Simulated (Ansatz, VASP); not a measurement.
# HgTe in VASP and in Ansatz

```xyz
2
Lattice="0.0000 2.9312 2.9312 2.9312 0.0000 2.9312 2.9312 2.9312 0.0000" Properties=species:S:1:pos:R:3 pbc="T T T"
Hg    0.0000    0.0000    0.0000
Te    2.9312    2.9312    2.9312
```

Change from the starting cell: volume scaled by 1.01, crystal datasets.

Alike in both runs: task electric field gradients; functional LDA; k mesh 10 × 10 × 10; occupations fermi-dirac, width 0.08 eV; no spin polarisation.

|  | VASP | Ansatz |
| --- | --- | --- |
| version | VASP 6.6.1 | Ansatz 0.2.0 |
| potentials or method | VASP PAW LDA potentials, release 64 (Hg, Te), cutoff 400 eV | all-electron PAW with datasets made for the crystal, scalar-relativistic |

Ansatz gave:

| Quantity | Value |
| --- | --- |
| pressure (GPa) | 3.0 |

Q: What did VASP give for the same quantities?

A: Pressure (GPa): 3.5.

LDA's correlation is that of Perdew and Zunger in VASP and of Perdew and Wang (1992) in Ansatz. Ansatz ran all-electron here, and VASP with PAW potentials.

Spin-orbit coupling is off throughout.
